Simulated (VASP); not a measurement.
# N in VASP: single point with PBE+D3(BJ)

Aim: the single point of N with PBE+D3(BJ).

Program: VASP 6.6.1. These are calculated values, not measurements. Logs are shortened: lines on timing, memory, paths and dates and some standing lists are left out, and cuts for length are marked.

## (1) The cell of the first run

The cell holds a disordered packing, 24 atoms: a = 9.672 Å, b = 9.672 Å, c = 9.672 Å, α = 90.00°, β = 90.00°, γ = 90.00°.

## (2) Single point, PBE+D3(BJ)

Contents of INCAR:

```
SYSTEM = N
  PREC = Accurate
  ENCUT = 1000
  EDIFF = 1E-6
  ISMEAR = -1
  SIGMA = 0.02
  LREAL = Auto
  LASPH = .True.
  NELM = 120
  ALGO = Normal
  ISIF = 2
  LWAVE = .False.
  LCHARG = .False.
  GGA = PE
  IVDW = 12
  NBANDS = 78
  GGA_COMPAT = .False.
```

Contents of KPOINTS:

```
Automatic mesh
0
Gamma
  1 1 1
  0 0 0
```

Contents of POSCAR:

```
N
1.0
    9.6720280000      0.0000000000      0.0000000000
    0.0000000000      9.6720280000      0.0000000000
    0.0000000000      0.0000000000      9.6720280000
N
24
Direct
    0.0822474873      0.9443107485      0.1634197089
    0.1647327737      0.8714718361      0.1895259195
    0.7334552795      0.3315954007      0.9762171904
    0.6514559304      0.3857412323      0.9186387798
   -0.0406429758      0.9330307977      0.7650308705
    0.0518608920      0.8832067070      0.8071213193
    0.7206451429      0.2256713897      0.4823187030
    0.7003391636      0.2349972519      0.5918613966
    0.4346658219      0.0249689103      0.7442492929
    0.4049409286      0.1218979101      0.7931325261
    0.4149284928      0.5049199609      0.6770762037
    0.3399493881      0.4445810124      0.7365466684
    0.5370538630      0.9138517796      0.1864035133
    0.4747815039      1.0055698763      0.2164282403
    0.5037206261      0.4534726326      0.1841495910
    0.4853583964      0.4273974393      0.2931132954
    0.6779963830      0.7810254478      0.5727650913
    0.7179156222      0.8061184273      0.4695809400
    0.2732312189      0.8218545273      0.5229306615
    0.3171103309      0.9192281081      0.4841900789
    1.0304043785      0.5510633344      0.5902484980
    1.0075859995      0.5239438926      0.6992845761
    0.1319785261      0.2351523383      0.9830513311
    0.1033288986      0.2007334966      0.8770032510
```

Potentials or basis: VASP PAW PBE potentials, release 64 (N_h).

Run with:

```sh
> cat potpaw_PBE.64/N_h/POTCAR > POTCAR
> mpirun -np 1 vasp_gam > vasp.out
```

OUTCAR:

```text
SYSTEM = N
   PREC = Accurate
   ENCUT = 1000
   EDIFF = 1E-6
   ISMEAR = -1
   LREAL = Auto
   LASPH = .True.
   NELM = 120
   ISIF = 2
   GGA = PE
   IVDW = 12
 IVDW          = 12

 ion  position               nearest neighbor table
   1  0.082  0.944  0.163-   2 1.09
   2  0.165  0.871  0.190-   1 1.09
   3  0.733  0.332  0.976-   4 1.10
   4  0.651  0.386  0.919-   3 1.10
   5  0.959  0.933  0.765-   6 1.09
   6  0.052  0.883  0.807-   5 1.09
[... 16 lines left out ...]
  23  0.132  0.235  0.983-  24 1.11
  24  0.103  0.201  0.877-  23 1.11

  LATTYP: Found a simple cubic cell.
 ALAT       =     9.6720280000

  Lattice vectors:

 A1 = (   9.6720280000,   0.0000000000,   0.0000000000)
 A2 = (   0.0000000000,   9.6720280000,   0.0000000000)
 A3 = (   0.0000000000,   0.0000000000,   9.6720280000)

Analysis of symmetry for initial positions (statically):
=====================================================================
 Subroutine PRICEL returns:
 Original cell was already a primitive cell.

 Routine SETGRP: Setting up the symmetry group for a
 simple cubic supercell.

 Subroutine GETGRP returns: Found  1 space group operations
 (whereof  1 operations were pure point group operations)
 out of a pool of 48 trial point group operations.

The static configuration has the point symmetry C_1 .

Analysis of symmetry for dynamics (positions and initial velocities):
=====================================================================
 Subroutine PRICEL returns:
 Original cell was already a primitive cell.

 Routine SETGRP: Setting up the symmetry group for a
 simple cubic supercell.

 Subroutine GETGRP returns: Found  1 space group operations
 (whereof  1 operations were pure point group operations)
 out of a pool of 48 trial point group operations.

The dynamic configuration has the point symmetry C_1 .

 Subroutine INISYM returns: Found  1 space group operations
 (whereof  1 operations are pure point group operations),
 and found     1 'primitive' translations

----------------------------------------------------------------------------------------

                                     Primitive cell

  volume of cell :     904.8001

  direct lattice vectors                    reciprocal lattice vectors
     9.672028000  0.000000000  0.000000000     0.103390933  0.000000000  0.000000000
     0.000000000  9.672028000  0.000000000     0.000000000  0.103390933  0.000000000
     0.000000000  0.000000000  9.672028000     0.000000000  0.000000000  0.103390933

  length of vectors
     9.672028000  9.672028000  9.672028000     0.103390933  0.103390933  0.103390933

  position of ions in fractional coordinates (direct lattice)
     0.082247487  0.944310749  0.163419709
     0.164732774  0.871471836  0.189525919
     0.733455279  0.331595401  0.976217190
     0.651455930  0.385741232  0.918638780
     0.959357024  0.933030798  0.765030870
     0.051860892  0.883206707  0.807121319
[... 16 lines left out ...]
     0.131978526  0.235152338  0.983051331
     0.103328899  0.200733497  0.877003251

  ion indices of the primitive-cell ions
   primitive index   ion index
                 1           1
                 2           2
                 3           3
                 4           4
                 5           5
                 6           6
[... 16 lines left out ...]
                23          23
                24          24

----------------------------------------------------------------------------------------

 KPOINTS: Automatic mesh

Automatic generation of k-mesh.
 Grid dimensions read from file:
 generate k-points for:    1    1    1

 Generating k-lattice:

  Cartesian coordinates                     Fractional coordinates (reciprocal lattice)
     0.103390933  0.000000000  0.000000000     1.000000000  0.000000000  0.000000000
     0.000000000  0.103390933  0.000000000     0.000000000  1.000000000  0.000000000
     0.000000000  0.000000000  0.103390933     0.000000000  0.000000000  1.000000000

  Length of vectors
     0.103390933  0.103390933  0.103390933

  Shift w.r.t. Gamma in fractional coordinates (k-lattice)
     0.000000000  0.000000000  0.000000000

 Subroutine IBZKPT returns following result:
 ===========================================

 Found      1 irreducible k-points:

 Following reciprocal coordinates:
            Coordinates               Weight
  0.000000  0.000000  0.000000      1.000000
   k-points           NKPTS =      1   k-points in BZ     NKDIM =      1   number of bands    NBANDS=     78
   number of dos      NEDOS =    301   number of ions     NIONS =     24
   total plane-waves  NPLWV = ******
   dimension x,y,z NGX =   100 NGY =  100 NGZ =  100
   dimension x,y,z NGXF=   200 NGYF=  200 NGZF=  200
   ions per type =              24
   NGX,Y,Z   is equivalent  to a cutoff of  17.19, 17.19, 17.19 a.u.
   NGXF,Y,Z  is equivalent  to a cutoff of  34.38, 34.38, 34.38 a.u.
 SYSTEM =  N
   PREC   = accura    normal or accurate (medium, high low for compatibility)
   ISTART =      0    job   : 0-new  1-cont  2-samecut
   ICHARG =      2    charge: 1-file 2-atom 10-const
   ISPIN  =      1    spin polarized calculation?
   LNONCOLLINEAR =      F non collinear calculations
   LSORBIT =      F    spin-orbit coupling
   LASPH  =      T    aspherical Exc in radial PAW
   ENCUT  = 1000.0 eV  73.50 Ry    8.57 a.u.  24.94 24.94 24.94*2*pi/ulx,y,z
   NELM   =    120;   NELMIN=  2; NELMDL= -5     # of ELM steps
   EDIFF  = 0.1E-05   stopping-criterion for ELM
   LREAL  =      T    real-space projection
   EDIFFG = 0.1E-04   stopping-criterion for IOM
   NSW    =      0    number of steps for IOM
   IBRION =     -1    ionic relax: 0-MD 1-quasi-New 2-CG
   NFREE  =      0    steps in history (QN), initial steepest desc. (CG)
   ISIF   =      2    stress and relaxation
   ISYM   =      2    0-nonsym 1-usesym 2-fastsym
   POTIM  = 0.5000    time-step for ionic-motion
   TEBEG  =    0.0;   TEEND  =   0.0 temperature during run
   PSTRESS=    0.0 pullay stress
   NELECT =     120.0000    total number of electrons
   NUPDOWN=      -1.0000    fix difference up-down
   EMIN   =  10.00;   EMAX   =-10.00  energy-range for DOS
   EFERMI =   0.00;   METHOD = LEGACY
   ISMEAR =    -1;   SIGMA  =   0.02  broadening in eV -4-tet -1-fermi 0-gaus
   EFERMI_NEDOS =   21; number of points for ismear=-14 and -15
   IALGO  =     38    algorithm
   IMIX   =      4    mixing-type and parameters
     AMIX     =   0.40;   BMIX     =  1.00
     AMIX_MAG =   1.60;   BMIX_MAG =  1.00
  volume/ion in A,a.u.               =      37.70       254.41
  Fermi-wavevector in a.u.,A,eV,Ry     =   0.834868  1.577671  9.483318  0.697004
  Thomas-Fermi vector in A             =   1.948331
   LORBIT       =      0    0 simple, 1 ext, 2 COOP (PROOUT), +10 PAW based schemes
   GGA     = PE    functional components
   LHFCALC =     F    Hartree Fock is set to
   AEXX    =    0.0000 exact exchange contribution
   IVDW    =    12    specifies the selected vdW correction
   LEPSILON=     F    determine dielectric tensor
   LRPA    =     F    only Hartree local field effects (RPA)
 non-spin polarized calculation
  energy-cutoff  :     1000.00
  volume of cell :      904.80
 maximum number of plane-waves:     32487
 NGX is ok and might be reduce to    98
   NGX = 49   NGY = 49   NGZ = 49

 number of electron     120.0000001 magnetization

 Free energy of the ion-electron system (eV)
  ---------------------------------------------------
  ext. energy  EPLUGINS =         0.00000000
  ---------------------------------------------------
  free energy    TOTEN  =      -201.77551456 eV

  energy without entropy =     -201.77551456  energy(sigma->0) =     -201.77551456

 E-fermi :  -7.2424     XC(G=0):  -4.6609

 val. band max:       -7.7413582067   @ k =   0.0000   0.0000   0.0000
 cond. band min:      -0.1696653280   @ k =   0.0000   0.0000   0.0000
 fundamental gap:      7.5716928787
 Fermi energy:        -7.2423507058

 k-point     1 :       0.0000    0.0000    0.0000
  band No.  band energies     occupation
      1     -26.3188      2.00000
      2     -26.2192      2.00000
      3     -26.1589      2.00000
      4     -26.1271      2.00000
      5     -26.0528      2.00000
      6     -26.0454      2.00000
[... 64 lines left out ...]
     71       0.2745      0.00000
     72       0.2984      0.00000
 [bands above 72 left out]

------------------------ aborting loop because EDIFF is reached ----------------------------------------

 Edisp (eV)   -0.76629

 E8    (eV) :    -0.1810

  FORCE on cell =-STRESS in cart. coord.  units (eV):
  Direction    XX          YY          ZZ          XY          YZ          ZX
  --------------------------------------------------------------------------------------
  -------------------------------------------------------------------------------------
  Total       2.12205     2.16814     3.74900    -0.55836    -0.40549    -1.25703
  in kB       3.75763     3.83923     6.63855    -0.98872    -0.71803    -2.22589
  external pressure =        4.75 kB  Pullay stress =        0.00 kB

 VOLUME and BASIS-vectors are now :
 -----------------------------------------------------------------------------
  energy-cutoff  :     1000.00
  volume of cell :      904.80
      direct lattice vectors                 reciprocal lattice vectors
     9.672028000  0.000000000  0.000000000     0.103390933  0.000000000  0.000000000
     0.000000000  9.672028000  0.000000000     0.000000000  0.103390933  0.000000000
     0.000000000  0.000000000  9.672028000     0.000000000  0.000000000  0.103390933

 POSITION                                       TOTAL-FORCE (eV/Angst)
 -----------------------------------------------------------------------------------
      0.79550      9.13340      1.58060        -0.942125      0.805365     -0.295464
      1.59330      8.42890      1.83310         0.897610     -0.829747      0.262700
      7.09400      3.20720      9.44200         0.123755     -0.082450      0.029598
      6.30090      3.73090      8.88510        -0.024101      0.033038     -0.136069
      9.27893      9.02430      7.39940        -0.948961      0.444730     -0.448571
      0.50160      8.54240      7.80650         0.911455     -0.530794      0.409436
[... 16 lines left out ...]
      1.27650      2.27440      9.50810        -0.395137     -0.433766     -1.390954
      0.99940      1.94150      8.48240         0.358590      0.562312      1.439822
 -----------------------------------------------------------------------------------
    total drift:                               -0.004684      0.003940      0.005839

  FREE ENERGIE OF THE ION-ELECTRON SYSTEM (eV)
  ---------------------------------------------------
  free  energy   TOTEN  =      -202.5418056796 eV

  energy  without entropy=     -202.5418056795  energy(sigma->0) =     -202.54180568
```

Run time: 4.5 min. Hardware: 1 thread of Intel Xeon Platinum 8488C (Sapphire Rapids), shared host; peak memory 1.5 GiB.

What came out:

* Free energy: -202.5418 eV
* Pressure: 0.5 GPa
* Largest force: 3.279 eV/Å
* Dispersion energy per atom: -0.032 eV

Forces in eV/Å, atoms in the order of the input:
```
N   -0.942  0.805 -0.295
N    0.898 -0.830  0.263
N    0.124 -0.082  0.030
N   -0.024  0.033 -0.136
N   -0.949  0.445 -0.449
N    0.911 -0.531  0.409
N    0.590 -0.276 -3.213
N   -0.593  0.270  3.206
N    0.615 -1.768 -0.816
N   -0.483  1.765  0.919
N    0.819  0.645 -0.651
N   -0.792 -0.603  0.623
N   -0.611  0.910  0.286
N    0.668 -0.869 -0.352
N    0.019  0.193 -0.523
N   -0.104 -0.160  0.643
N   -0.278 -0.182  0.731
N    0.283  0.180 -0.715
N   -0.215 -0.473  0.167
N    0.149  0.393 -0.177
N   -0.197 -0.202  0.828
N    0.149  0.208 -0.828
N   -0.395 -0.434 -1.391
N    0.359  0.562  1.440
```

Levels at points of the mesh, in eV from the Fermi level:
```
           k point  band 58  band 59  band 60  band 61  band 62  band 63
(0.00, 0.00, 0.00)    -0.53    -0.51    -0.50     7.07     7.18     7.22
```

Caveat: the k points lie up to 0.65 Å⁻¹ apart; the atoms stand as in a frame of molecular dynamics.
